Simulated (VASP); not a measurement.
Write the native input for VASP 6.6.1 that does the following.

```
Task                   : single point
Functional             : PBE
Potentials or basis    : VASP PAW PBE potentials, release 64 (Hg, Te)
Cutoff                 : 520 eV
k mesh                 : 12 × 12 × 12
Occupations            : gaussian, width 0.1 eV
Spin                   : no spin polarisation
Dipole correction      : no
Further INCAR settings : ALGO = Normal; EDIFF = 1e-06; NBANDS = 16
```

The structure of HgTe lies in POSCAR:

```
HgTe
1.0
    0.0000000000      3.3264077980      3.3264077980
    3.3264077980      0.0000000000      3.3264077980
    3.3264077980      3.3264077980      0.0000000000
Hg Te
1 1
Direct
    0.0000000000      0.0000000000      0.0000000000
    0.2500000000      0.2500000000      0.2500000000
```

The input as run:

INCAR

```
SYSTEM = HgTe
ALGO     = Normal         ! electronic algorithm
EDIFF    = 1E-6           ! SCF threshold, eV
ENCUT    = 520            ! plane-wave cutoff, eV
GGA      = PE             ! functional
ISIF     = 2              ! what is computed and relaxed
ISMEAR   = 0              ! smearing method
LASPH    = .TRUE.         ! aspherical terms in the spheres
LCHARG   = .FALSE.        ! write CHGCAR
LREAL    = .FALSE.        ! projectors in reciprocal space
LWAVE    = .FALSE.        ! write WAVECAR
NBANDS   = 16             ! bands
NELM     = 100            ! most SCF steps
PREC     = Accurate       ! precision mode
SIGMA    = 0.1            ! smearing width, eV
```

KPOINTS

```
k-points
0
G
  12 12 12
  0 0 0
```

Potentials or basis: VASP PAW PBE potentials, release 64 (Hg, Te).

The run is started by

```sh
$ cat potpaw_PBE.64/Hg/POTCAR potpaw_PBE.64/Te/POTCAR > POTCAR
$ mpirun -np 1 vasp_std > vasp.out
```

It gave:

The pressure is 0.0 GPa. The band gap on the k mesh is zero (filled and empty bands touch).

Caveat: spin-orbit coupling is left out, which moves the levels of the heavy elements.

Wall time 24 s on 1 thread of Intel(R) Xeon(R) 6975P-C (Granite Rapids) (shared host), peak memory 0.26 GiB.
